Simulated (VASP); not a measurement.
Write the native input for VASP 6.6.1 that does the following.

```
Task                   : single point
Functional             : r2SCAN
Potentials or basis    : VASP PAW PBE potentials, release 64 (Sb)
Cutoff                 : 520 eV
k mesh                 : 18 × 18 × 10
Occupations            : gaussian, width 0.15 eV
Spin                   : no spin polarisation
Dipole correction      : no
Further INCAR settings : ALGO = Normal; EDIFF = 1e-06; NBANDS = 12
```

Sb:

```
CELL_PARAMETERS angstrom
3.57114 0.00000 0.00000
-1.78557 2.74258 0.00000
0.00000 0.00000 5.33000
ATOMIC_POSITIONS crystal
Sb 0.33333 0.66667 0.25000
Sb 0.66667 0.33333 0.75000
```

This cell differs from its parent crystal: strain +0.0600 x Voigt [1, -1, 0, 0, 0, 0].

The input as run:

POSCAR

```
Sb
1.0
    3.5711401903      0.0000000000      0.0000000000
   -1.7855700952      2.7425813563      0.0000000000
    0.0000000000      0.0000000000      5.3300000000
Sb
2
Direct
    0.3333333333      0.6666666667      0.2500000000
    0.6666666667      0.3333333333      0.7500000000
```

INCAR.step1

```
ALGO     = Normal         # electronic algorithm
EDIFF    = 1E-4           # SCF threshold, eV
ENCUT    = 520            # plane-wave cutoff, eV
GGA      = PE             # functional
ISMEAR   = 0              # smearing method
LASPH    = True           # aspherical terms in the spheres
LCHARG   = False          # write CHGCAR
LREAL    = False          # projectors in reciprocal space
LWAVE    = True           # write WAVECAR
NBANDS   = 12             # bands
NELM     = 60             # most SCF steps
PREC     = Accurate       # precision mode
SIGMA    = 0.15           # smearing width, eV
```

INCAR.step2

```
ALGO     = Normal         # electronic algorithm
EDIFF    = 1E-6           # SCF threshold, eV
ENCUT    = 520            # plane-wave cutoff, eV
ISIF     = 2              # what is computed and relaxed
ISMEAR   = 0              # smearing method
ISTART   = 1            
LASPH    = True           # aspherical terms in the spheres
LCHARG   = False          # write CHGCAR
LMIXTAU  = True         
LREAL    = False          # projectors in reciprocal space
LWAVE    = False          # write WAVECAR
METAGGA  = R2SCAN         # meta-GGA
NBANDS   = 12             # bands
NELM     = 60             # most SCF steps
PREC     = Accurate       # precision mode
SIGMA    = 0.15           # smearing width, eV
```

KPOINTS

```
k-points
0
Gamma
  18 18 10
```

Potentials or basis: VASP PAW PBE potentials, release 64 (Sb).

The run is started by

```bash
$ cat potpaw_PBE.64/Sb/POTCAR > POTCAR
$ cp INCAR.step1 INCAR
$ mpirun -np 1 vasp_std > vasp.out
$ cp INCAR.step2 INCAR
$ mpirun -np 1 vasp_std > vasp.out
```

Results of the run:

```yaml
Pressure: 2.9 GPa
Largest_force: 0.057 eV/Å
Band_gap_on_the_k_mesh: zero (bands 5 and 6 overlap by 7.44 eV)
```

Caveat: the cell differs from its parent crystal (strain +0.0600 x Voigt [1, -1, 0, 0, 0, 0]); the PAW data sets were made with another functional, which shifts forces and pressure a little; spin-orbit coupling is left out, which moves the levels of the heavy elements.

It took 18 min on 1 thread of Oxide Virtual Turin-like Processor, with other jobs on the host, peak memory 0.36 GiB.
